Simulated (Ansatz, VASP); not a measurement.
# LiCl: VASP beside Ansatz

The input INCAR:

```
SYSTEM = LiCl
  ALGO = Normal
  EDIFF = 1E-6
  ENCUT = 520
  GGA = PE
  ISIF = 2
  ISMEAR = 0
  LASPH = .TRUE.
  LCHARG = .TRUE.
  LELF = .TRUE.
  LREAL = .FALSE.
  LVHAR = .TRUE.
  LWAVE = .FALSE.
  NBANDS = 12
  NELM = 100
  PREC = Accurate
  SIGMA = 0.02
```

The input KPOINTS:

```
k-points
0
G
  8 8 8
  0 0 0
```

File POSCAR:

```
LiCl
1.0
    3.3155321831      0.0000000000      0.0000000000
    0.0000000000      3.3155321831      0.0000000000
    0.0000000000      0.0000000000      3.3155321831
Li Cl
1 1
Direct
    0.0000000000      0.0000000000      0.0000000000
    0.5000000000      0.5000000000      0.5000000000
```

Input for Ansatz:

```yaml
crystal:
  lattice:
    - [3.3155321831, 0.0, 0.0]
    - [0.0, 3.3155321831, 0.0]
    - [0.0, 0.0, 3.3155321831]
  atoms:
    - { symbol: Li, position: [0.0, 0.0, 0.0] }
    - { symbol: Cl, position: [0.5, 0.5, 0.5] }
basis:
  ecutwfc: 420
kpoints:
  mp_grid: { grid: [8, 8, 8] }
hamiltonian:
  xc: pbe
scf:
  occupations: { method: gaussian, width: 0.02 }
output:
  forces: true
  stress: true
  eigenvalues: true
```

Alike in both runs: task single point; functional PBE; k mesh 8 × 8 × 8; occupations gaussian, width 0.02 eV; no spin polarisation.

```csv
,VASP,Ansatz
version,VASP 6.6.1,Ansatz 0.2.0
potentials or method,"VASP PAW PBE potentials, release 64 (Li_sv, Cl), cutoff 520 eV","scalar-relativistic, plane waves, PAW"
valence electrons in the cell,10,10
```

```tsv
	VASP	Ansatz	Ansatz less VASP
gap on the k mesh at the Fermi level (eV)	4.28	4.27	-0.012
least direct gap on the mesh (eV)	5.04	5.03	-0.012
```

Noted on VASP's run: the cutoff is short for stress, so the pressure is rough.
